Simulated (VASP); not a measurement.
# KF in VASP: settings compared

Aim: see how the results for KF move with the level of theory and the settings. Levels: PBE, r2SCAN. Tasks: single point.

Program: VASP 6.6.1. These are calculated values, not measurements. Logs are shortened: lines on timing, memory, paths and dates and some standing lists are left out, and cuts for length are marked.

**1. The cell of the first run**

Symmetry: Immm, No. 71, orthorhombic system. Conventional cell: a = 3.723 Å, b = 3.798 Å, c = 5.318 Å, α = 90.00°, β = 90.00°, γ = 90.00°. Within 3.5 Å of K (site symmetry mmm) lie 6 F at 2.66 Å. F (site symmetry mmm) has 6 K at 2.66 Å within 3.5 Å.

**2. Single point, PBE (shear xy strain +2.0%)**

The input, INCAR:

```
SYSTEM = KF
  PREC = Accurate
  ENCUT = 520
  EDIFF = 1E-7
  ISMEAR = 0
  SIGMA = 0.01
  LREAL = .FALSE.
  LASPH = .TRUE.
  NELM = 80
  ALGO = Normal
  ISIF = 2
  LWAVE = .FALSE.
  LCHARG = .FALSE.
  GGA = PE
  NBANDS = 15
```

The input, KPOINTS:

```
regular mesh
0
G
  4 4 4
  0 0 0
```

The input, POSCAR:

```
KF
1.0
    0.0265896056      2.6589605554      2.6589605554
    2.6589605554      0.0265896056      2.6589605554
    2.6855501609      2.6855501609     -0.0000000001
K F
1 1
Direct
    0.0000000000      0.0000000000      0.0000000000
    0.5000000000      0.5000000000      0.5000000000
```

Potentials or basis: VASP PAW PBE potentials, release 64 (K_sv, F).

On the command line:

```bash
cat potpaw_PBE.64/K_sv/POTCAR potpaw_PBE.64/F/POTCAR > POTCAR
mpirun -np 1 vasp_std > vasp.out
```

OUTCAR:

```text
SYSTEM = KF
   PREC = Accurate
   ENCUT = 520
   EDIFF = 1E-7
   ISMEAR = 0
   LREAL = .FALSE.
   LASPH = .TRUE.
   NELM = 80
   ISIF = 2
   GGA = PE

 ion  position               nearest neighbor table
   1  0.000  0.000  0.000-   2 2.66   2 2.66   2 2.66   2 2.66   2 2.66   2 2.66
   2  0.500  0.500  0.500-   1 2.66   1 2.66   1 2.66   1 2.66   1 2.66   1 2.66

  LATTYP: Found a body centered orthorhombic cell.
 ALAT       =     3.7227346984
 B/A-ratio  =     1.0202020202
 C/A-ratio  =     1.4284985479

  Lattice vectors:

 A1 = (   2.6589605553,   0.0265896055,  -2.6589605555)
 A2 = (  -2.6589605554,  -0.0265896056,  -2.6589605554)
 A3 = (   0.0265896056,   2.6589605554,   2.6589605554)

Analysis of symmetry for initial positions (statically):
=====================================================================
 Subroutine PRICEL returns:
 Original cell was already a primitive cell.

 Routine SETGRP: Setting up the symmetry group for a
 body centered orthorhombic supercell.

 Subroutine GETGRP returns: Found  8 space group operations
 (whereof  8 operations were pure point group operations)
 out of a pool of  8 trial point group operations.

The static configuration has the point symmetry D_2h.

Analysis of symmetry for dynamics (positions and initial velocities):
=====================================================================
 Subroutine PRICEL returns:
 Original cell was already a primitive cell.

 Routine SETGRP: Setting up the symmetry group for a
 body centered orthorhombic supercell.

 Subroutine GETGRP returns: Found  8 space group operations
 (whereof  8 operations were pure point group operations)
 out of a pool of  8 trial point group operations.

The dynamic configuration has the point symmetry D_2h.

 Subroutine INISYM returns: Found  8 space group operations
 (whereof  8 operations are pure point group operations),
 and found     1 'primitive' translations

----------------------------------------------------------------------------------------

                                     Primitive cell

  volume of cell :      37.5943

  direct lattice vectors                    reciprocal lattice vectors
     0.026589606  2.658960555  2.658960555    -0.189942835  0.189942835  0.188043406
     2.658960555  0.026589606  2.658960555     0.189942835 -0.189942835  0.188043406
     2.685550161  2.685550161 -0.000000000     0.186181590  0.186181590 -0.188043406

  length of vectors
     3.760432087  3.760432087  3.797941460     0.327897672  0.327897672  0.323554465

  position of ions in fractional coordinates (direct lattice)
     0.000000000  0.000000000  0.000000000
     0.500000000  0.500000000  0.500000000

  ion indices of the primitive-cell ions
   primitive index   ion index
                 1           1
                 2           2

----------------------------------------------------------------------------------------

 KPOINTS: regular mesh

Automatic generation of k-mesh.
 Grid dimensions read from file:
 generate k-points for:    4    4    4

 Generating k-lattice:

  Cartesian coordinates                     Fractional coordinates (reciprocal lattice)
    -0.047485709  0.047485709  0.047010852     0.250000000  0.000000000  0.000000000
     0.047485709 -0.047485709  0.047010852     0.000000000  0.250000000  0.000000000
     0.046545398  0.046545398 -0.047010852    -0.000000000 -0.000000000  0.250000000

  Length of vectors
     0.081974418  0.081974418  0.080888616

  Shift w.r.t. Gamma in fractional coordinates (k-lattice)
     0.000000000  0.000000000  0.000000000

 Subroutine IBZKPT returns following result:
 ===========================================

 Found     18 irreducible k-points:

 Following reciprocal coordinates:
            Coordinates               Weight
  0.000000  0.000000  0.000000      1.000000
  0.250000  0.000000  0.000000      4.000000
  0.500000  0.000000  0.000000      2.000000
  0.250000  0.250000  0.000000      2.000000
  0.500000  0.250000  0.000000      4.000000
 -0.250000  0.250000  0.000000      2.000000
[... 10 lines left out ...]
  0.250000  0.250000  0.500000      2.000000
 -0.250000  0.250000  0.500000      2.000000
   k-points           NKPTS =     18   k-points in BZ     NKDIM =     18   number of bands    NBANDS=     15
   number of dos      NEDOS =    301   number of ions     NIONS =      2
   total plane-waves  NPLWV =  21952
   dimension x,y,z NGX =    28 NGY =   28 NGZ =   28
   dimension x,y,z NGXF=    56 NGYF=   56 NGZF=   56
   ions per type =               1   1
   NGX,Y,Z   is equivalent  to a cutoff of  12.38, 12.38, 12.26 a.u.
   NGXF,Y,Z  is equivalent  to a cutoff of  24.76, 24.76, 24.51 a.u.
 SYSTEM =  KF
   PREC   = accura    normal or accurate (medium, high low for compatibility)
   ISTART =      0    job   : 0-new  1-cont  2-samecut
   ICHARG =      2    charge: 1-file 2-atom 10-const
   ISPIN  =      1    spin polarized calculation?
   LNONCOLLINEAR =      F non collinear calculations
   LSORBIT =      F    spin-orbit coupling
   LASPH  =      T    aspherical Exc in radial PAW
   ENCUT  =  520.0 eV  38.22 Ry    6.18 a.u.   6.99  6.99  7.06*2*pi/ulx,y,z
   NELM   =     80;   NELMIN=  2; NELMDL= -5     # of ELM steps
   EDIFF  = 0.1E-06   stopping-criterion for ELM
   LREAL  =      F    real-space projection
   EDIFFG = 0.1E-05   stopping-criterion for IOM
   NSW    =      0    number of steps for IOM
   IBRION =     -1    ionic relax: 0-MD 1-quasi-New 2-CG
   NFREE  =      0    steps in history (QN), initial steepest desc. (CG)
   ISIF   =      2    stress and relaxation
   ISYM   =      2    0-nonsym 1-usesym 2-fastsym
   POTIM  = 0.5000    time-step for ionic-motion
   TEBEG  =    0.0;   TEEND  =   0.0 temperature during run
   PSTRESS=    0.0 pullay stress
   NELECT =      16.0000    total number of electrons
   NUPDOWN=      -1.0000    fix difference up-down
   EMIN   =  10.00;   EMAX   =-10.00  energy-range for DOS
   EFERMI =   0.00;   METHOD = LEGACY
   ISMEAR =     0;   SIGMA  =   0.01  broadening in eV -4-tet -1-fermi 0-gaus
   EFERMI_NEDOS =   21; number of points for ismear=-14 and -15
   IALGO  =     38    algorithm
   IMIX   =      4    mixing-type and parameters
     AMIX     =   0.40;   BMIX     =  1.00
     AMIX_MAG =   1.60;   BMIX_MAG =  1.00
  volume/ion in A,a.u.               =      18.80       126.85
  Fermi-wavevector in a.u.,A,eV,Ry     =   1.231423  2.327053 20.631924  1.516404
  Thomas-Fermi vector in A             =   2.366234
   LORBIT       =      0    0 simple, 1 ext, 2 COOP (PROOUT), +10 PAW based schemes
   GGA     = PE    functional components
   LHFCALC =     F    Hartree Fock is set to
   AEXX    =    0.0000 exact exchange contribution
   IVDW    =     0    specifies the selected vdW correction
   LEPSILON=     F    determine dielectric tensor
   LRPA    =     F    only Hartree local field effects (RPA)
 non-spin polarized calculation
 Gauss-broadening in eV      SIGMA  =   0.01
  energy-cutoff  :      520.00
  volume of cell :       37.59
 maximum number of plane-waves:      1022
   NGX = 13   NGY = 13   NGZ = 15

 number of electron      16.0000008 magnetization

 Free energy of the ion-electron system (eV)
  ---------------------------------------------------
  ext. energy  EPLUGINS =         0.00000000
  ---------------------------------------------------
  free energy    TOTEN  =        -8.28293118 eV

  energy without entropy =       -8.28293118  energy(sigma->0) =       -8.28293118

 E-fermi :  -2.6290     XC(G=0):  -8.4704

 val. band max:       -2.7538431354   @ k =   0.0000   0.0000   0.0000
 cond. band min:       3.4775715795   @ k =   0.0000   0.0000   0.0000
 fundamental gap:      6.2314147149
 Fermi energy:        -2.6290208506

 k-point     1 :       0.0000    0.0000    0.0000
  band No.  band energies     occupation
      1     -28.8635      2.00000
      2     -21.4282      2.00000
      3     -12.1072      2.00000
      4     -12.1031      2.00000
      5     -12.0981      2.00000
      6      -2.7733      2.00000
      7      -2.7643      2.00000
      8      -2.7538      2.00000
      9       3.4776      0.00000
     10       7.8543      0.00000
     11       7.9520      0.00000
     12       8.0565      0.00000
     13       9.6481      0.00000
     14       9.6486      0.00000
     15      14.2724      0.00000

 k-point     2 :       0.2500    0.0000    0.0000
  band No.  band energies     occupation
      1     -28.8118      2.00000
      2     -21.4742      2.00000
      3     -12.2504      2.00000
      4     -12.1251      2.00000
      5     -12.1242      2.00000
      6      -3.2074      2.00000
      7      -2.9639      2.00000
      8      -2.9459      2.00000
      9       5.0285      0.00000
     10       7.3891      0.00000
     11       8.6159      0.00000
     12       8.7633      0.00000
     13      10.2305      0.00000
     14      10.2438      0.00000
     15      16.1181      0.00000

 k-point     3 :       0.5000    0.0000    0.0000
  band No.  band energies     occupation
      1     -28.7592      2.00000
      2     -21.5212      2.00000
      3     -12.3982      2.00000
      4     -12.1462      2.00000
      5     -12.1424      2.00000
      6      -3.5728      2.00000
      7      -3.1465      2.00000
      8      -3.1229      2.00000
      9       6.3876      0.00000
     10       7.9806      0.00000
     11       9.3194      0.00000
     12       9.4589      0.00000
     13      11.6129      0.00000
     14      11.6628      0.00000
     15      13.5965      0.00000
[... 235 lines left out ...]
 k-point    17 :       0.2500    0.2500    0.5000
  band No.  band energies     occupation
      1     -28.7678      2.00000
      2     -21.4992      2.00000
      3     -12.3643      2.00000
      4     -12.2887      2.00000
      5     -12.1397      2.00000
      6      -3.3877      2.00000
      7      -3.0753      2.00000
      8      -2.8976      2.00000
      9       6.3707      0.00000
     10       7.1610      0.00000
     11       8.9224      0.00000
     12       9.6451      0.00000
     13      10.6957      0.00000
     14      11.8213      0.00000
     15      13.7049      0.00000

 k-point    18 :      -0.2500    0.2500    0.5000
  band No.  band energies     occupation
      1     -28.7368      2.00000
      2     -21.4745      2.00000
      3     -12.5285      2.00000
      4     -12.4863      2.00000
      5     -12.1921      2.00000
      6      -3.1789      2.00000
      7      -2.9322      2.00000
      8      -2.9178      2.00000
      9       6.9894      0.00000
     10       7.0464      0.00000
     11       8.5121      0.00000
     12      10.7504      0.00000
     13      11.5365      0.00000
     14      12.3359      0.00000
     15      13.4666      0.00000

------------------------ aborting loop because EDIFF is reached ----------------------------------------

  FORCE on cell =-STRESS in cart. coord.  units (eV):
  Direction    XX          YY          ZZ          XY          YZ          ZX
  --------------------------------------------------------------------------------------
  -------------------------------------------------------------------------------------
  Total        0.4607658      0.4607658      0.4588280     -0.0604828      0.0000000      0.0000000
  in kB       19.6367047     19.6367047     19.5541169     -2.5776259      0.0000000      0.0000000
  external PRESSURE =      19.6091755 kB  Pullay stress =       0.0000000 kB

 VOLUME and BASIS-vectors are now :
 -----------------------------------------------------------------------------
  energy-cutoff  :      520.00
  volume of cell :       37.59
      direct lattice vectors                 reciprocal lattice vectors
     0.026589606  2.658960555  2.658960555    -0.189942835  0.189942835  0.188043406
     2.658960555  0.026589606  2.658960555     0.189942835 -0.189942835  0.188043406
     2.685550161  2.685550161 -0.000000000     0.186181590  0.186181590 -0.188043406

 POSITION                                       TOTAL-FORCE (eV/Angst)
 -----------------------------------------------------------------------------------
      0.00000      0.00000      0.00000         0.000000      0.000000      0.000000
      2.68555      2.68555      2.65896        -0.000000     -0.000000     -0.000000
 -----------------------------------------------------------------------------------
    total drift:                                0.000000      0.000000      0.000000

  FREE ENERGIE OF THE ION-ELECTRON SYSTEM (eV)
  ---------------------------------------------------
  free  energy   TOTEN  =        -8.2829311817 eV

  energy  without entropy=       -8.2829311817  energy(sigma->0) =       -8.28293118
```

It took 8.6 s on 1 thread of AMD EPYC 7R13 (Zen 3), shared host; peak memory 0.12 GiB.

Results:

| Item | Value |
| --- | --- |
| Free energy | -8.2829 eV |
| Pressure | 2.0 GPa |
| Band gap on the k mesh | 6.23 eV |

Caveat: the k points lie up to 0.52 Å⁻¹ apart; the cell differs from its parent crystal (shear xy strain +2.0%).

(Part 1 of 2 ends here.)
